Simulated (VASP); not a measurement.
# CuO (F-43m) in VASP: notebook

CuO is run at these levels: PBE+U, PBE, LDA+U; tasks: single point.

All numbers are computed with VASP 6.6.1; they aren't measurements. Logs are shortened: lines on timing, memory, paths and dates and some standing lists are left out, and cuts for length are marked.

## (1) The cell of the first run

Symmetry: F-43m, No. 216, cubic system. The conventional cell has a = 4.552 Å, b = 4.552 Å, c = 4.552 Å, α = 90.00°, β = 90.00°, γ = 90.00°. Cu (site symmetry -43m) has 4 O at 1.97 Å within 2.6 Å. Within 2.6 Å of O (site symmetry -43m) lie 4 Cu at 1.97 Å.

## (2) Single point, PBE+U

File INCAR:

```
ALGO = Normal ; EDIFF = 1E-6
ENCUT = 520 ; GGA = PE
ISIF = 2 ; ISMEAR = -1
LASPH = T ; LCHARG = F
LDAU = T ; LDAUJ = 0 0
LDAUL = 2 -1 ; LDAUPRINT = 1
LDAUTYPE = 2 ; LDAUU = 4.5 0
LMAXMIX = 4 ; LREAL = F
LWAVE = F ; NBANDS = 16
NELM = 150 ; PREC = Accurate
SIGMA = 0.05
```

File KPOINTS:

```
k-points
0
Gamma
  10 10 10
```

File POSCAR:

```
CuO
1.0
    0.0000000000      2.2757635704      2.2757635704
    2.2757635704      0.0000000000      2.2757635704
    2.2757635704      2.2757635704      0.0000000000
Cu O
1 1
Direct
    0.0000000000      0.0000000000      0.0000000000
    0.2500000000      0.2500000000      0.2500000000
```

Potentials or basis: VASP PAW PBE potentials, release 64 (Cu, O).

The run is started by

```console
cat potpaw_PBE.64/Cu/POTCAR potpaw_PBE.64/O/POTCAR > POTCAR
mpirun -np 1 vasp_std > vasp.out
```

OUTCAR:

```text
EDIFF = 1E-6
   ENCUT = 520
   GGA = PE
   ISIF = 2
   ISMEAR = -1
   LASPH = T
   LREAL = F
   NELM = 150
   PREC = Accurate

 ion  position               nearest neighbor table
   1  0.000  0.000  0.000-   2 1.97   2 1.97   2 1.97   2 1.97
   2  0.250  0.250  0.250-   1 1.97   1 1.97   1 1.97   1 1.97

  LATTYP: Found a face centered cubic cell.
 ALAT       =     4.5515271408

  Lattice vectors:

 A1 = (   0.0000000000,   2.2757635704,   2.2757635704)
 A2 = (   2.2757635704,   0.0000000000,   2.2757635704)
 A3 = (   2.2757635704,   2.2757635704,   0.0000000000)

Analysis of symmetry for initial positions (statically):
=====================================================================
 Subroutine PRICEL returns:
 Original cell was already a primitive cell.

 Routine SETGRP: Setting up the symmetry group for a
 face centered cubic supercell.

 Subroutine GETGRP returns: Found 24 space group operations
 (whereof 24 operations were pure point group operations)
 out of a pool of 48 trial point group operations.

The static configuration has the point symmetry T_d .

Analysis of symmetry for dynamics (positions and initial velocities):
=====================================================================
 Subroutine PRICEL returns:
 Original cell was already a primitive cell.

 Routine SETGRP: Setting up the symmetry group for a
 face centered cubic supercell.

 Subroutine GETGRP returns: Found 24 space group operations
 (whereof 24 operations were pure point group operations)
 out of a pool of 48 trial point group operations.

The dynamic configuration has the point symmetry T_d .

 Subroutine INISYM returns: Found 24 space group operations
 (whereof 24 operations are pure point group operations),
 and found     1 'primitive' translations

----------------------------------------------------------------------------------------

                                     Primitive cell

  volume of cell :      23.5728

  direct lattice vectors                    reciprocal lattice vectors
     0.000000000  2.275763570  2.275763570    -0.219706479  0.219706479  0.219706479
     2.275763570  0.000000000  2.275763570     0.219706479 -0.219706479  0.219706479
     2.275763570  2.275763570  0.000000000     0.219706479  0.219706479 -0.219706479

  length of vectors
     3.218415706  3.218415706  3.218415706     0.380542784  0.380542784  0.380542784

  position of ions in fractional coordinates (direct lattice)
     0.000000000  0.000000000  0.000000000
     0.250000000  0.250000000  0.250000000

  ion indices of the primitive-cell ions
   primitive index   ion index
                 1           1
                 2           2

----------------------------------------------------------------------------------------

 KPOINTS: k-points

Automatic generation of k-mesh.
 Grid dimensions read from file:
 generate k-points for:   10   10   10

 Generating k-lattice:

  Cartesian coordinates                     Fractional coordinates (reciprocal lattice)
    -0.021970648  0.021970648  0.021970648     0.100000000  0.000000000  0.000000000
     0.021970648 -0.021970648  0.021970648     0.000000000  0.100000000  0.000000000
     0.021970648  0.021970648 -0.021970648     0.000000000  0.000000000  0.100000000

  Length of vectors
     0.038054278  0.038054278  0.038054278

  Shift w.r.t. Gamma in fractional coordinates (k-lattice)
     0.000000000  0.000000000  0.000000000

 Subroutine IBZKPT returns following result:
 ===========================================

 Found     47 irreducible k-points:

 Following reciprocal coordinates:
            Coordinates               Weight
  0.000000  0.000000  0.000000      1.000000
  0.100000  0.000000  0.000000      8.000000
  0.200000  0.000000  0.000000      8.000000
  0.300000  0.000000  0.000000      8.000000
  0.400000  0.000000  0.000000      8.000000
  0.500000  0.000000  0.000000      4.000000
[... 16 lines left out ...]
  0.300000  0.300000  0.000000      6.000000
  0.400000  0.300000  0.000000     24.000000
 [... further k-points ...]
   k-points           NKPTS =     47   k-points in BZ     NKDIM =     47   number of bands    NBANDS=     16
   number of dos      NEDOS =    301   number of ions     NIONS =      2
   total plane-waves  NPLWV =  13824
   dimension x,y,z NGX =    24 NGY =   24 NGZ =   24
   dimension x,y,z NGXF=    48 NGYF=   48 NGZF=   48
   ions per type =               1   1
   NGX,Y,Z   is equivalent  to a cutoff of  12.40, 12.40, 12.40 a.u.
   NGXF,Y,Z  is equivalent  to a cutoff of  24.79, 24.79, 24.79 a.u.
 SYSTEM =  unknown system
   PREC   = accura    normal or accurate (medium, high low for compatibility)
   ISTART =      0    job   : 0-new  1-cont  2-samecut
   ICHARG =      2    charge: 1-file 2-atom 10-const
   ISPIN  =      1    spin polarized calculation?
   LNONCOLLINEAR =      F non collinear calculations
   LSORBIT =      F    spin-orbit coupling
   LASPH  =      T    aspherical Exc in radial PAW
   ENCUT  =  520.0 eV  38.22 Ry    6.18 a.u.   5.98  5.98  5.98*2*pi/ulx,y,z
   NELM   =    150;   NELMIN=  2; NELMDL= -5     # of ELM steps
   EDIFF  = 0.1E-05   stopping-criterion for ELM
   LREAL  =      F    real-space projection
   EDIFFG = 0.1E-04   stopping-criterion for IOM
   NSW    =      0    number of steps for IOM
   IBRION =     -1    ionic relax: 0-MD 1-quasi-New 2-CG
   NFREE  =      0    steps in history (QN), initial steepest desc. (CG)
   ISIF   =      2    stress and relaxation
   ISYM   =      2    0-nonsym 1-usesym 2-fastsym
   POTIM  = 0.5000    time-step for ionic-motion
   TEBEG  =    0.0;   TEEND  =   0.0 temperature during run
   PSTRESS=    0.0 pullay stress
   NELECT =      17.0000    total number of electrons
   NUPDOWN=      -1.0000    fix difference up-down
   EMIN   =  10.00;   EMAX   =-10.00  energy-range for DOS
   EFERMI =   0.00;   METHOD = LEGACY
   ISMEAR =    -1;   SIGMA  =   0.05  broadening in eV -4-tet -1-fermi 0-gaus
   EFERMI_NEDOS =   21; number of points for ismear=-14 and -15
   IALGO  =     38    algorithm
   IMIX   =      4    mixing-type and parameters
     AMIX     =   0.40;   BMIX     =  1.00
     AMIX_MAG =   1.60;   BMIX_MAG =  1.00
  volume/ion in A,a.u.               =      11.79        79.54
  Fermi-wavevector in a.u.,A,eV,Ry     =   1.468094  2.774296 29.324655  2.155301
  Thomas-Fermi vector in A             =   2.583633
   LORBIT       =      0    0 simple, 1 ext, 2 COOP (PROOUT), +10 PAW based schemes
 LDA+U is selected, type is set to LDAUTYPE =  2
   angular momentum for each species LDAUL =     2   -1
   U (eV)           for each species LDAUU =   4.5  0.0
   J (eV)           for each species LDAUJ =   0.0  0.0
   GGA     = PE    functional components
   LHFCALC =     F    Hartree Fock is set to
   AEXX    =    0.0000 exact exchange contribution
   IVDW    =     0    specifies the selected vdW correction
   LEPSILON=     F    determine dielectric tensor
   LRPA    =     F    only Hartree local field effects (RPA)
 non-spin polarized calculation
  energy-cutoff  :      520.00
  volume of cell :       23.57
 maximum number of plane-waves:       647
   NGX = 11   NGY = 11   NGZ = 11

atom =   1  type =  1  l = 2

 onsite density matrix

spin component  1

  0.9055  0.0000 -0.0000  0.0000  0.0000
  0.0000  0.9055 -0.0000  0.0000 -0.0000
 -0.0000 -0.0000  0.9620 -0.0000  0.0000
  0.0000  0.0000 -0.0000  0.9055 -0.0000
  0.0000 -0.0000  0.0000 -0.0000  0.9620

spin component  2

  0.9055  0.0000 -0.0000  0.0000  0.0000
  0.0000  0.9055 -0.0000  0.0000 -0.0000
 -0.0000 -0.0000  0.9620 -0.0000  0.0000
  0.0000  0.0000 -0.0000  0.9055 -0.0000
  0.0000 -0.0000  0.0000 -0.0000  0.9620

 occupancies and eigenvectors

  o =  0.9055  v =  1.0000  0.0000  0.0000  0.0000  0.0000  0.0000  0.0000  0.0000  0.0000  0.0000      0.0000  0.0000  0.0000  0.0000  0.0000  0.0000  0.0000  0.0000  0.0000  0.0000
  o =  0.9055  v =  0.0000  0.0000  0.0000  0.0000  0.0000  1.0000  0.0000  0.0000  0.0000  0.0000      0.0000  0.0000  0.0000  0.0000  0.0000  0.0000  0.0000  0.0000  0.0000  0.0000
  o =  0.9055  v =  0.0000  0.2213 -0.0000 -0.9752  0.0000  0.0000  0.0000  0.0000  0.0000  0.0000      0.0000  0.0000  0.0000  0.0000  0.0000  0.0000  0.0000  0.0000  0.0000  0.0000
  o =  0.9055  v =  0.0000  0.0000  0.0000  0.0000  0.0000  0.0000  0.2213 -0.0000 -0.9752  0.0000      0.0000  0.0000  0.0000  0.0000  0.0000  0.0000  0.0000  0.0000  0.0000  0.0000
  o =  0.9055  v =  0.0000 -0.9752 -0.0000 -0.2213  0.0000  0.0000  0.0000  0.0000  0.0000  0.0000      0.0000  0.0000  0.0000  0.0000  0.0000  0.0000  0.0000  0.0000  0.0000  0.0000
  o =  0.9055  v =  0.0000  0.0000  0.0000  0.0000  0.0000  0.0000 -0.9752 -0.0000 -0.2213  0.0000      0.0000  0.0000  0.0000  0.0000  0.0000  0.0000  0.0000  0.0000  0.0000  0.0000
  o =  0.9620  v =  0.0000 -0.0000  0.6780 -0.0000 -0.7350  0.0000  0.0000  0.0000  0.0000  0.0000      0.0000  0.0000  0.0000  0.0000  0.0000  0.0000  0.0000  0.0000  0.0000  0.0000
  o =  0.9620  v =  0.0000  0.0000  0.0000  0.0000  0.0000  0.0000 -0.0000  0.6780 -0.0000 -0.7350      0.0000  0.0000  0.0000  0.0000  0.0000  0.0000  0.0000  0.0000  0.0000  0.0000
  o =  0.9620  v =  0.0000  0.0000  0.0000  0.0000  0.0000  0.0000  0.0000  0.7350  0.0000  0.6780      0.0000  0.0000  0.0000  0.0000  0.0000  0.0000  0.0000  0.0000  0.0000  0.0000
  o =  0.9620  v =  0.0000  0.0000  0.7350  0.0000  0.6780  0.0000  0.0000  0.0000  0.0000  0.0000      0.0000  0.0000  0.0000  0.0000  0.0000  0.0000  0.0000  0.0000  0.0000  0.0000

 number of electron      17.0000019 magnetization

 Free energy of the ion-electron system (eV)
  ---------------------------------------------------
  ext. energy  EPLUGINS =         0.00000000
  ---------------------------------------------------
  free energy    TOTEN  =        -7.93931809 eV

  energy without entropy =       -7.91851751  energy(sigma->0) =       -7.92891780

 E-fermi :   3.1583     XC(G=0): -10.8668

 val. band max:        3.1574320865   @ k =   0.3000   0.2000   0.1000
 cond. band min:       3.1718208106   @ k =   0.5000   0.0000   0.0000
 fundamental gap:      0.0143887242
 Fermi energy:         3.1582946222

 k-point     1 :       0.0000    0.0000    0.0000
  band No.  band energies     occupation
      1     -15.1231      2.00000
      2      -1.6384      2.00000
      3      -1.6384      2.00000
      4      -1.6384      2.00000
      5       0.5540      2.00000
      6       0.5540      2.00000
[... 8 lines left out ...]
     15      24.4848      0.00000
     16      24.4888      0.00000
[... 419 lines left out ...]
 k-point    24 :       0.4000    0.3000    0.0000
  band No.  band energies     occupation
      1     -14.5251      2.00000
      2      -2.3793      2.00000
      3      -1.0370      2.00000
      4      -1.0204      2.00000
      5       0.4622      2.00000
      6       0.7240      2.00000
[... 8 lines left out ...]
     15      26.6709      0.00000
     16      28.1288      0.00000

 [... further k-points ...]
[... 5 lines left out ...]
  --------------------------------------------------------------------------------------
  -------------------------------------------------------------------------------------
  Total       -0.5628283     -0.5628283     -0.5628283      0.0000000     -0.0000000      0.0000000
  in kB      -38.2538414    -38.2538414    -38.2538414      0.0000000     -0.0000000      0.0000000
  external PRESSURE =     -38.2538414 kB  Pullay stress =       0.0000000 kB

 VOLUME and BASIS-vectors are now :
 -----------------------------------------------------------------------------
  energy-cutoff  :      520.00
  volume of cell :       23.57
      direct lattice vectors                 reciprocal lattice vectors
     0.000000000  2.275763570  2.275763570    -0.219706479  0.219706479  0.219706479
     2.275763570  0.000000000  2.275763570     0.219706479 -0.219706479  0.219706479
     2.275763570  2.275763570  0.000000000     0.219706479  0.219706479 -0.219706479

 POSITION                                       TOTAL-FORCE (eV/Angst)
 -----------------------------------------------------------------------------------
      0.00000      0.00000      0.00000         0.000000      0.000000      0.000000
      1.13788      1.13788      1.13788        -0.000000     -0.000000     -0.000000
 -----------------------------------------------------------------------------------
    total drift:                                0.000001      0.000001      0.000001

  FREE ENERGIE OF THE ION-ELECTRON SYSTEM (eV)
  ---------------------------------------------------
  free  energy   TOTEN  =        -7.9393180888 eV

  energy  without entropy=       -7.9185175055  energy(sigma->0) =       -7.92891780
```

Wall time 11 s (1 thread of AMD EPYC 9R45 (Zen 5), shared host); peak memory 0.11 GiB.

What came out:

* Free energy: -7.9393 eV
* Pressure: -3.8 GPa

Eigenvalues of the final occupation matrices:
| site | spin | trace | eigenvalues |
| --- | --- | --- | --- |
| site 1 d | 1 | 4.64 | 0.91 0.91 0.91 0.96 0.96 |
| site 1 d | 2 | 4.64 | 0.91 0.91 0.91 0.96 0.96 |

Caveat: an odd number of electrons without spin polarisation forces a metal; a magnetic or distorted state may lie lower; U without spin polarisation on a metal has little footing.

## (3) Single point, PBE

This run uses another cell than the first one, of 12.60 Å³/atom, 1.069 times its volume.

File INCAR:

```
SYSTEM = CuO
PREC     = Accurate       ! precision mode
ENCUT    = 520            ! plane-wave cutoff, eV
EDIFF    = 1E-6           ! SCF threshold, eV
ISMEAR   = -1             ! smearing method
SIGMA    = 0.05           ! smearing width, eV
LREAL    = .FALSE.        ! projectors in reciprocal space
LASPH    = .TRUE.         ! aspherical terms in the spheres
NELM     = 100            ! most SCF steps
ALGO     = Normal         ! electronic algorithm
ISIF     = 2              ! what is computed and relaxed
LWAVE    = .FALSE.        ! write WAVECAR
LCHARG   = .TRUE.         ! write CHGCAR
GGA      = PE             ! functional
LELF     = .TRUE.         ! ELF
LVHAR    = .TRUE.       
NBANDS   = 16             ! bands
```

File KPOINTS:

```
regular mesh
0
G
  13 13 13
  0 0 0
```

File POSCAR:

```
CuO
1.0
    0.0000000000      2.3272527300      2.3272527300
    2.3272527300      0.0000000000      2.3272527300
    2.3272527300      2.3272527300      0.0000000000
Cu O
1 1
Direct
    0.0000000000      0.0000000000      0.0000000000
    0.2500000000      0.2500000000      0.2500000000
```

Potentials or basis: VASP PAW PBE potentials, release 64 (Cu, O).

The run is started by

```console
cat potpaw_PBE.64/Cu/POTCAR potpaw_PBE.64/O/POTCAR > POTCAR
mpirun -np 1 vasp_std > vasp.out
```

It took 21 s on 1 thread of AMD EPYC 9R45 (Zen 5), shared host; peak memory 0.13 GiB.

It converged, with:

- Free energy: -9.5092 eV
- Pressure: -9.0 GPa

Levels at points of the mesh, in eV from the Fermi level:
```csv
k point,band 6,band 7,band 8,band 9,band 10,band 11,band 12,band 13
"(0.00, 0.00, 0.00)",-1.84,0.72,0.72,0.72,0.90,13.85,13.85,13.85
```

Caveat: an odd number of electrons without spin polarisation forces a metal; a magnetic or distorted state may lie lower; semilocal functionals often make such compounds metallic where correlation or magnetic order opens a gap, which also shifts bond lengths.

(Part 1 of 2 ends here.)
